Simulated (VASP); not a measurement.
# PbF2: single point with HSE06

Crystal: PbF2.

```
Pb F
1.0
     0.00000    2.81884    2.81884
     2.81884    0.00000    2.81884
     2.81884    2.81884    0.00000
Pb F
1 2
Direct
  0.00000 0.00000 0.00000
  0.25000 0.25000 0.25000
  0.75000 0.75000 0.75000
```

This cell differs from its parent crystal: strain -4.3%.

| Property | Result |
| --- | --- |
| Program | VASP 6.6.1 |
| Task | single point |
| Functional | HSE06 |
| Potentials or basis | VASP PAW PBE potentials, release 64 (Pb_d, F) |
| Cutoff | 520 eV |
| k mesh | 6 × 6 × 6 |
| Occupations | gaussian, width 0.01 eV |
| Spin | no spin polarisation |

```
Pressure               : 17.1 GPa
Band gap on the k mesh : 5.58 eV (least direct gap 5.70 eV)
```

Levels at points of the mesh, in eV from the valence-band top:
| k point | band 10 | band 11 | band 12 | band 13 | band 14 | band 15 | band 16 | band 17 | band 18 | band 19 |
| --- | --- | --- | --- | --- | --- | --- | --- | --- | --- | --- |
| (0.00, 0.00, 0.00) | -4.37 | -4.37 | -3.83 | -3.83 | -3.83 | 8.17 | 8.17 | 8.17 | 12.21 | 16.90 |
| (0.50, 0.00, 0.00) | -4.71 | -4.71 | -3.97 | -3.97 | -0.19 | 6.07 | 9.54 | 9.54 | 14.80 | 15.45 |
| (0.50, 0.50, 0.00) | -5.82 | -3.30 | -3.24 | -3.24 | -0.12 | 5.58 | 9.73 | 9.89 | 9.89 | 16.36 |

Wall time 48 min on 4 MPI ranks on AMD EPYC 7R43 64-Core Processor (Zen 3), with other jobs on the host, peak memory 0.27 GiB a rank.

Caveat: the cell differs from its parent crystal (strain -4.3%); the cell stands under pressure; the PAW data sets were made with another functional, which shifts forces and pressure a little; spin-orbit coupling is left out, which moves the levels of the heavy elements. A k mesh can miss the band edges.
